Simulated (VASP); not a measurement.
Input of a VASP 6.6.1 run:

Contents of INCAR:

```
ALGO     = Normal         # electronic algorithm
EDIFF    = 1E-7           # SCF threshold, eV
ENCUT    = 520            # plane-wave cutoff, eV
GGA      = PE             # functional
ISIF     = 2              # what is computed and relaxed
ISMEAR   = 0              # smearing method
LASPH    = True           # aspherical terms in the spheres
LCHARG   = True           # write CHGCAR
LELF     = True           # ELF
LREAL    = False          # projectors in reciprocal space
LVHAR    = True         
LWAVE    = False          # write WAVECAR
NBANDS   = 15             # bands
NELM     = 100            # most SCF steps
PREC     = Accurate       # precision mode
SIGMA    = 0.05           # smearing width, eV
```

Contents of KPOINTS:

```
k-points
0
Gamma
  6 6 6
```

Contents of POSCAR:

```
KI
1.0
    0.0000000000      3.5873258652      3.5873258652
    3.5873258652      0.0000000000      3.5873258652
    3.5873258652      3.5873258652      0.0000000000
K I
1 1
Direct
   -0.0355696708     -0.0355696708      0.0355696708
    0.5109587445      0.5109587445      0.4890412555
```

Potentials or basis: VASP PAW PBE potentials, release 64 (K_sv, I).

Command:

```bash
$ cat potpaw_PBE.64/K_sv/POTCAR potpaw_PBE.64/I/POTCAR > POTCAR
$ mpirun -np 1 vasp_std > vasp.out
```

Task: What does it give for the pressure?

Result: 0.5 GPa.

Task: Estimate the largest force.

Result: 0.388 eV/Å.

Task: Estimate the band gap on the k mesh.

Result: 3.88 eV, direct.

Stress tensor (GPa, compression positive):
```
-0.02  0.00  0.00
 0.00 -0.02  0.00
 0.00  0.00  1.43
```

Caveat: spin-orbit coupling is left out, which moves the levels of the heavy elements. A hybrid or GW would open this gap; PBE tends to underestimate it.
